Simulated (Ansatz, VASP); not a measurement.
Al2Cu: VASP beside Ansatz

INCAR

```
PREC = Accurate ; ENCUT = 520
EDIFF = 1E-6 ; ISMEAR = 0
SIGMA = 0.15 ; LREAL = False
LASPH = True ; NELM = 60
ALGO = Fast ; ISIF = 2
LWAVE = False ; LCHARG = False
NBANDS = 16
```

The input KPOINTS:

```
Automatic mesh
0
Gamma
  10 10 14
```

Contents of POSCAR:

```
Al2Cu
1.0
    4.2309000000      0.0000000000      0.0000000000
    0.0000000000      4.2309000000      0.0000000000
    0.0000000000      0.0000000000      2.5957000000
Al Cu
2 1
Direct
    0.5000000000      0.0000000000      0.5000000000
    0.0000000000      0.5000000000      0.5000000000
    0.0000000000      0.0000000000      0.0000000000
```

Input for Ansatz:

```yaml
crystal:
  lattice:
    - [4.2309, 0.0, 0.0]
    - [0.0, 4.2309, 0.0]
    - [0.0, 0.0, 2.5957]
  atoms:
    - { symbol: Al, position: [0.5, 0.0, 0.5] }
    - { symbol: Al, position: [0.0, 0.5, 0.5] }
    - { symbol: Cu, position: [0.0, 0.0, 0.0] }
basis:
  ecutwfc: 520.0
kpoints:
  mp_grid: { grid: [10, 10, 14] }
hamiltonian:
  xc: lda
  pseudopotentials: { kind: paw, azcp: { folder: soft_1 } }
scf:
  occupations: { method: gaussian, width: 0.15 }
output:
  forces: true
  stress: true
  eigenvalues: true
```

Alike in both runs: task single point; functional LDA; k mesh 10 × 10 × 14; occupations gaussian, width 0.15 eV; no spin polarisation.

```csv
,VASP,Ansatz
version,VASP 6.6.1,Ansatz 0.2.0
potentials or method,"VASP PAW LDA potentials, release 64 (Al, Cu), cutoff 520 eV","scalar-relativistic, plane waves, PAW"
valence electrons in the cell,17,25
```

```tsv
	VASP	Ansatz	Ansatz less VASP
gap on the k mesh at the Fermi level (eV)	none	none	-
pressure (GPa)	1.8	1.4	-0.39
traceless stress, the component that is largest in VASP (GPa)	8.39	8.35	-0.037
```

Ansatz warns that its potentials were made for another functional, while VASP's fit it. LDA's correlation is that of Perdew and Zunger in VASP and of Perdew and Wang (1992) in Ansatz. A gap of «none» marks a metal or a gap that the smearing closes. VASP's potentials hold 17 valence electrons a cell and Ansatz's 25, so a difference there can come from the potentials and not from the codes.
